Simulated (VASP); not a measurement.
**HfN: single point with PBE**

HfN:

```
Hf N
1.0
     0.00000    2.15734    2.25900
     2.15734    0.00000    2.25900
     2.15734    2.15734    0.00000
Hf N
1 1
Direct
  0.00000 0.00000 0.00000
  0.50000 0.50000 0.50000
```

This cell differs from its parent crystal: strain -0.0450 x Voigt [1, 1, 0, 0, 0, 0].

| Item | Value |
| --- | --- |
| Program | VASP 6.6.1 |
| Task | single point |
| Functional | PBE |
| Potentials or basis | VASP PAW PBE potentials, release 64 (Hf_pv, N) |
| Cutoff | 520 eV |
| k mesh | 18 × 18 × 18 |
| Occupations | gaussian, width 0.15 eV |
| Spin | no spin polarisation |

```json
{
 "Pressure": "36.5 GPa",
 "Band gap on the k mesh": "zero (an odd number of electrons rules out a gap without spin polarisation)"
}
```

Stress tensor (GPa, compression positive):
```
47.55  0.00  0.00
 0.00 47.55  0.00
 0.00  0.00 14.49
```

Levels at points of the mesh, in eV from the Fermi level:
| k point | band 6 | band 7 | band 8 | band 9 | band 10 | band 11 |
| --- | --- | --- | --- | --- | --- | --- |
| (0.00, 0.00, 0.00) | -3.05 | -3.05 | -0.80 | -0.22 | -0.22 | 1.23 |
| (0.50, 0.00, 0.00) | -6.74 | -6.68 | 3.70 | 4.03 | 4.41 | 4.89 |
| (0.50, 0.50, 0.00) | -4.18 | -3.58 | -3.58 | 4.60 | 6.23 | 6.23 |
| (0.50, 0.00, 0.50) | -4.30 | -3.96 | -3.65 | 4.40 | 5.84 | 6.64 |

It took 2.9 min on 1 thread of Intel Xeon 8259CL, on a shared host, peak memory 0.26 GiB.

Caveat: the cell differs from its parent crystal (strain -0.0450 x Voigt [1, 1, 0, 0, 0, 0]); the cell stands under pressure; spin-orbit coupling is left out, which moves the levels of the heavy elements.
